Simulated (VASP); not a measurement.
# BiIr (zincblende type) (F-43m) in VASP: further runs

Runs on BiIr (zincblende type). Level: PBEsol. Tasks: single point.

All numbers are computed with VASP 6.6.1; they aren't measurements. Logs are shortened: lines on timing, memory, paths and dates and some standing lists are left out, and cuts for length are marked.

**1. The cell of the first run**

Symmetry: F-43m, No. 216, cubic system. The conventional cell has a = 5.318 Å, b = 5.318 Å, c = 5.318 Å, α = 90.00°, β = 90.00°, γ = 90.00°. Within 3.0 Å of Ir (site symmetry -43m) lie 4 Bi at 2.30 Å. Bi (site symmetry -43m) has 4 Ir at 2.30 Å within 3.0 Å.

**2. Single point, PBEsol (volume scaled by 0.68)**

INCAR

```
  PREC = Accurate
  ENCUT = 520
  EDIFF = 1E-6
  ISMEAR = -1
  SIGMA = 0.1
  LREAL = F
  LASPH = T
  NELM = 80
  ALGO = Normal
  ISIF = 2
  LWAVE = F
  LCHARG = F
  GGA = PS
  NBANDS = 19
```

KPOINTS

```
Automatic mesh
0
Gamma
  12 12 12
```

POSCAR

```
BiIr
1.0
    0.0000000000      2.6591484942      2.6591484942
    2.6591484942      0.0000000000      2.6591484942
    2.6591484942      2.6591484942      0.0000000000
Ir Bi
1 1
Direct
    0.0000000000      0.0000000000      0.0000000000
    0.2500000000      0.2500000000      0.2500000000
```

Potentials or basis: VASP PAW PBE potentials, release 64 (Ir, Bi_d).

The run is started by

```
> cat potpaw_PBE.64/Ir/POTCAR potpaw_PBE.64/Bi_d/POTCAR > POTCAR
> mpirun -np 1 vasp_std > vasp.out
```

OUTCAR:

```text
PREC = Accurate
   ENCUT = 520
   EDIFF = 1E-6
   ISMEAR = -1
   LREAL = F
   LASPH = T
   NELM = 80
   ISIF = 2
   GGA = PS

 ion  position               nearest neighbor table
   1  0.000  0.000  0.000-   2 2.30   2 2.30   2 2.30   2 2.30
   2  0.250  0.250  0.250-   1 2.30   1 2.30   1 2.30   1 2.30

  LATTYP: Found a face centered cubic cell.
 ALAT       =     5.3182969884

  Lattice vectors:

 A1 = (   0.0000000000,   2.6591484942,   2.6591484942)
 A2 = (   2.6591484942,   0.0000000000,   2.6591484942)
 A3 = (   2.6591484942,   2.6591484942,   0.0000000000)

Analysis of symmetry for initial positions (statically):
=====================================================================
 Subroutine PRICEL returns:
 Original cell was already a primitive cell.

 Routine SETGRP: Setting up the symmetry group for a
 face centered cubic supercell.

 Subroutine GETGRP returns: Found 24 space group operations
 (whereof 24 operations were pure point group operations)
 out of a pool of 48 trial point group operations.

The static configuration has the point symmetry T_d .

Analysis of symmetry for dynamics (positions and initial velocities):
=====================================================================
 Subroutine PRICEL returns:
 Original cell was already a primitive cell.

 Routine SETGRP: Setting up the symmetry group for a
 face centered cubic supercell.

 Subroutine GETGRP returns: Found 24 space group operations
 (whereof 24 operations were pure point group operations)
 out of a pool of 48 trial point group operations.

The dynamic configuration has the point symmetry T_d .

 Subroutine INISYM returns: Found 24 space group operations
 (whereof 24 operations are pure point group operations),
 and found     1 'primitive' translations

----------------------------------------------------------------------------------------

                                     Primitive cell

  volume of cell :      37.6061

  direct lattice vectors                    reciprocal lattice vectors
     0.000000000  2.659148494  2.659148494    -0.188030116  0.188030116  0.188030116
     2.659148494  0.000000000  2.659148494     0.188030116 -0.188030116  0.188030116
     2.659148494  2.659148494  0.000000000     0.188030116  0.188030116 -0.188030116
[... 71 lines left out ...]
   ions per type =               1   1
   NGX,Y,Z   is equivalent  to a cutoff of  12.38, 12.38, 12.38 a.u.
   NGXF,Y,Z  is equivalent  to a cutoff of  24.76, 24.76, 24.76 a.u.
 SYSTEM =  unknown system
   PREC   = accura    normal or accurate (medium, high low for compatibility)
   ISTART =      0    job   : 0-new  1-cont  2-samecut
   ICHARG =      2    charge: 1-file 2-atom 10-const
   ISPIN  =      1    spin polarized calculation?
   LNONCOLLINEAR =      F non collinear calculations
   LSORBIT =      F    spin-orbit coupling
   LASPH  =      T    aspherical Exc in radial PAW
   ENCUT  =  520.0 eV  38.22 Ry    6.18 a.u.   6.99  6.99  6.99*2*pi/ulx,y,z
   NELM   =     80;   NELMIN=  2; NELMDL= -5     # of ELM steps
   EDIFF  = 0.1E-05   stopping-criterion for ELM
   LREAL  =      F    real-space projection
   EDIFFG = 0.1E-04   stopping-criterion for IOM
   NSW    =      0    number of steps for IOM
   IBRION =     -1    ionic relax: 0-MD 1-quasi-New 2-CG
   NFREE  =      0    steps in history (QN), initial steepest desc. (CG)
   ISIF   =      2    stress and relaxation
   ISYM   =      2    0-nonsym 1-usesym 2-fastsym
   POTIM  = 0.5000    time-step for ionic-motion
   TEBEG  =    0.0;   TEEND  =   0.0 temperature during run
   PSTRESS=    0.0 pullay stress
   NELECT =      24.0000    total number of electrons
   NUPDOWN=      -1.0000    fix difference up-down
   EMIN   =  10.00;   EMAX   =-10.00  energy-range for DOS
   EFERMI =   0.00;   METHOD = LEGACY
   ISMEAR =    -1;   SIGMA  =   0.10  broadening in eV -4-tet -1-fermi 0-gaus
   EFERMI_NEDOS =   21; number of points for ismear=-14 and -15
   IALGO  =     38    algorithm
   IMIX   =      4    mixing-type and parameters
     AMIX     =   0.40;   BMIX     =  1.00
     AMIX_MAG =   1.60;   BMIX_MAG =  1.00
  volume/ion in A,a.u.               =      18.80       126.89
  Fermi-wavevector in a.u.,A,eV,Ry     =   1.409481  2.663533 27.029845  1.986638
  Thomas-Fermi vector in A             =   2.531533
   LORBIT       =      0    0 simple, 1 ext, 2 COOP (PROOUT), +10 PAW based schemes
   GGA     = PS    functional components
   LHFCALC =     F    Hartree Fock is set to
   AEXX    =    0.0000 exact exchange contribution
   IVDW    =     0    specifies the selected vdW correction
   LEPSILON=     F    determine dielectric tensor
   LRPA    =     F    only Hartree local field effects (RPA)
 non-spin polarized calculation
  energy-cutoff  :      520.00
  volume of cell :       37.61
 maximum number of plane-waves:      1036
   NGX = 13   NGY = 13   NGZ = 13

 number of electron      23.9999994 magnetization

 Free energy of the ion-electron system (eV)
  ---------------------------------------------------
  ext. energy  EPLUGINS =         0.00000000
  ---------------------------------------------------
  free energy    TOTEN  =        -8.86122426 eV

  energy without entropy =       -8.83201548  energy(sigma->0) =       -8.84661987

 E-fermi :  10.6710     XC(G=0): -12.3429

 val. band max:       10.6624381608   @ k =   0.4167   0.3333   0.0833
 cond. band min:      10.6774044006   @ k =  -0.4167   0.3333   0.1667
 fundamental gap:      0.0149662398
 Fermi energy:        10.6710429288

 k-point     1 :       0.0000    0.0000    0.0000
  band No.  band energies     occupation
      1     -12.7163      2.00000
      2     -12.7163      2.00000
      3     -12.7163      2.00000
      4     -12.6345      2.00000
      5     -12.6345      2.00000
      6      -4.3049      2.00000
[... 505 lines left out ...]
      6      -2.1231      2.00000
[... 11 lines left out ...]
     18      23.0061      0.00000
     19      24.5475      0.00000

 [... further k-points ...]
[... 5 lines left out ...]
  --------------------------------------------------------------------------------------
  -------------------------------------------------------------------------------------
  Total       22.9832561     22.9832561     22.9832561      0.0000000      0.0000000     -0.0000000
  in kB      979.1841459    979.1841459    979.1841459      0.0000000      0.0000000     -0.0000000
  external PRESSURE =     979.1841459 kB  Pullay stress =       0.0000000 kB

 VOLUME and BASIS-vectors are now :
 -----------------------------------------------------------------------------
  energy-cutoff  :      520.00
  volume of cell :       37.61
      direct lattice vectors                 reciprocal lattice vectors
     0.000000000  2.659148494  2.659148494    -0.188030116  0.188030116  0.188030116
     2.659148494  0.000000000  2.659148494     0.188030116 -0.188030116  0.188030116
     2.659148494  2.659148494  0.000000000     0.188030116  0.188030116 -0.188030116

 POSITION                                       TOTAL-FORCE (eV/Angst)
 -----------------------------------------------------------------------------------
      0.00000      0.00000      0.00000        -0.000000     -0.000000      0.000000
      1.32957      1.32957      1.32957         0.000000      0.000000     -0.000000
 -----------------------------------------------------------------------------------
    total drift:                                0.000000      0.000000      0.000000

  FREE ENERGIE OF THE ION-ELECTRON SYSTEM (eV)
  ---------------------------------------------------
  free  energy   TOTEN  =        -8.8612242567 eV

  energy  without entropy=       -8.8320154821  energy(sigma->0) =       -8.84661987
```

Wall time 26 s (1 thread of Intel Xeon Platinum 8488C (Sapphire Rapids), shared host); peak memory 0.19 GiB.

What came out:

```
Free energy            : -8.8612 eV
Pressure               : 97.9 GPa
Band gap on the k mesh : zero (band 12 reaches 15.27 eV, above the bottom of band 13 at 9.60 eV)
```

Caveat: the PAW data sets were made with another functional, which shifts forces and pressure a little; spin-orbit coupling is left out, which moves the levels of the heavy elements.

**3. Single point, PBEsol (volume scaled by 0.68)**

INCAR

```
SYSTEM = BiIr
PREC = Accurate
ENCUT = 520
EDIFF = 1E-6
ISMEAR = -1
SIGMA = 0.1
LREAL = .FALSE.
LASPH = .TRUE.
NELM = 80
ALGO = Normal
ISIF = 2
LWAVE = .FALSE.
LCHARG = .FALSE.
GGA = PS
NBANDS = 19
```

KPOINTS

```
regular mesh
0
G
  12 12 12
  0 0 0
```

POSCAR is that of step 2.

Potentials or basis: VASP PAW PBE potentials, release 64 (Ir, Bi_d).

The run is started by

```
> cat potpaw_PBE.64/Ir/POTCAR potpaw_PBE.64/Bi_d/POTCAR > POTCAR
> mpirun -np 1 vasp_std > vasp.out
```

OUTCAR:

```text
SYSTEM = BiIr
   PREC = Accurate
   ENCUT = 520
   EDIFF = 1E-6
   ISMEAR = -1
   LREAL = .FALSE.
   LASPH = .TRUE.
   NELM = 80
   ISIF = 2
   GGA = PS

 ion  position               nearest neighbor table
   1  0.000  0.000  0.000-   2 2.30   2 2.30   2 2.30   2 2.30
   2  0.250  0.250  0.250-   1 2.30   1 2.30   1 2.30   1 2.30

  LATTYP: Found a face centered cubic cell.
 ALAT       =     5.3182969884

  Lattice vectors:

[... 713 lines left out ...]

------------------------ aborting loop because EDIFF is reached ----------------------------------------

  FORCE on cell =-STRESS in cart. coord.  units (eV):
  Direction    XX          YY          ZZ          XY          YZ          ZX
  --------------------------------------------------------------------------------------
  -------------------------------------------------------------------------------------
  Total       22.9832561     22.9832561     22.9832561      0.0000000      0.0000000     -0.0000000
  in kB      979.1841459    979.1841459    979.1841459      0.0000000      0.0000000     -0.0000000
  external PRESSURE =     979.1841459 kB  Pullay stress =       0.0000000 kB

 VOLUME and BASIS-vectors are now :
 -----------------------------------------------------------------------------
  energy-cutoff  :      520.00
  volume of cell :       37.61
      direct lattice vectors                 reciprocal lattice vectors
     0.000000000  2.659148494  2.659148494    -0.188030116  0.188030116  0.188030116
     2.659148494  0.000000000  2.659148494     0.188030116 -0.188030116  0.188030116
     2.659148494  2.659148494  0.000000000     0.188030116  0.188030116 -0.188030116

 POSITION                                       TOTAL-FORCE (eV/Angst)
 -----------------------------------------------------------------------------------
      0.00000      0.00000      0.00000        -0.000000     -0.000000      0.000000
      1.32957      1.32957      1.32957         0.000000      0.000000     -0.000000
 -----------------------------------------------------------------------------------
    total drift:                                0.000000      0.000000      0.000000

  FREE ENERGIE OF THE ION-ELECTRON SYSTEM (eV)
  ---------------------------------------------------
  free  energy   TOTEN  =        -8.8612242567 eV

  energy  without entropy=       -8.8320154821  energy(sigma->0) =       -8.84661987
```

OSZICAR:

```text
N       E                     dE             d eps       ncg     rms          rms(c)
DAV:   1     0.253885689225E+03    0.25389E+03   -0.12590E+04  2752   0.160E+03
DAV:   2     0.803267658567E+01   -0.24585E+03   -0.23716E+03  2736   0.431E+02
DAV:   3    -0.871629738628E+01   -0.16749E+02   -0.16613E+02  3140   0.123E+02
DAV:   4    -0.914473550140E+01   -0.42844E+00   -0.42817E+00  3492   0.196E+01
DAV:   5    -0.915824491444E+01   -0.13509E-01   -0.13509E-01  3565   0.333E+00    0.189E+01
DAV:   6    -0.896194838002E+01    0.19630E+00   -0.89693E-02  4266   0.377E+00    0.119E+01
DAV:   7    -0.886168861996E+01    0.10026E+00   -0.75140E-02  4117   0.256E+00    0.100E+00
DAV:   8    -0.886127355385E+01    0.41507E-03   -0.49527E-03  3209   0.706E-01    0.103E-01
DAV:   9    -0.886122257919E+01    0.50975E-04   -0.37557E-04  3100   0.179E-01    0.320E-02
DAV:  10    -0.886122328600E+01   -0.70680E-06   -0.11246E-05  3592   0.306E-02    0.705E-03
DAV:  11    -0.886122456458E+01   -0.12786E-05   -0.13172E-06  2791   0.119E-02    0.660E-03
DAV:  12    -0.886122425666E+01    0.30793E-06   -0.12911E-07  1689   0.371E-03
   1 F= -.88612243E+01 E0= -.88466199E+01  d E =-.292088E-01
```

Run time: 26 s. Hardware: 1 thread of Intel Xeon Platinum 8488C (Sapphire Rapids), shared host; peak memory 0.19 GiB.

Results:

| Property | Result |
| --- | --- |
| Free energy | -8.8612 eV |
| Pressure | 97.9 GPa |
| Band gap on the k mesh | zero (band 12 reaches 15.27 eV, above the bottom of band 13 at 9.60 eV) |

Caveat: the PAW data sets were made with another functional, which shifts forces and pressure a little; spin-orbit coupling is left out, which moves the levels of the heavy elements.

[end of part 1 of 2]
